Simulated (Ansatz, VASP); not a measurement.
## Two plane-wave programs on Pd

INCAR

```
SYSTEM = Pd
PREC = Accurate ; ENCUT = 520
EDIFF = 1E-7 ; ISMEAR = 0
SIGMA = 0.15 ; LREAL = .FALSE.
LASPH = .TRUE. ; NELM = 60
ALGO = Fast ; ISIF = 2
LWAVE = .FALSE. ; LCHARG = .TRUE.
GGA = PS ; LELF = .TRUE.
LVHAR = .TRUE. ; NBANDS = 11
```

The input KPOINTS:

```
Automatic mesh
0
G
  20 20 20
  0 0 0
```

The input POSCAR:

```
Pd
1.0
    0.0000000000      2.0421450000      1.9935225000
    2.0421450000      0.0000000000      1.9935225000
    2.0421450000      2.0421450000      0.0000000000
Pd
1
Direct
    0.0000000000      0.0000000000      0.0000000000
```

Input for Ansatz:

```yaml
crystal:
  lattice:
    - [0.0, 2.042145, 1.9935225]
    - [2.042145, 0.0, 1.9935225]
    - [2.042145, 2.042145, 0.0]
  atoms:
    - { symbol: Pd, position: [0.0, 0.0, 0.0] }
basis:
  ecutwfc: 420
kpoints:
  mp_grid: { grid: [20, 20, 20] }
hamiltonian:
  xc: pbesol
scf:
  occupations: { method: gaussian, width: 0.15 }
output:
  forces: true
  stress: true
  eigenvalues: true
  write_density: true
  write_potential: true
  elf: true
  volumetric_format: npy
```

Change from the starting cell: strain +0.050 along x and y, +0.025 along z, atoms carried along.

Alike in both runs: task single point; functional PBEsol; k mesh 20 × 20 × 20; occupations gaussian, width 0.15 eV; no spin polarisation.

```csv
,VASP,Ansatz
version,VASP 6.6.1,Ansatz 0.2.0
potentials or method,"VASP PAW PBE potentials, release 64 (Pd), cutoff 520 eV","scalar-relativistic, plane waves, PAW"
valence electrons in the cell,10,18
```

|  | VASP | Ansatz | Ansatz less VASP |
| --- | --- | --- | --- |
| gap on the k mesh at the Fermi level (eV) | none | none | - |
| pressure (GPa) | -18.9 | -18.8 | +0.17 |
| traceless stress, the component that is largest in VASP (GPa) | 0.49 | 0.49 | +0.005 |

VASP's potentials were made for PBE, not for PBEsol. A gap of «none» marks a metal or a gap that the smearing closes. With one functional, cell and mesh, what is left measures potentials, basis and numerics. VASP's potentials hold 10 valence electrons a cell and Ansatz's 18, so a difference there can come from the potentials and not from the codes.
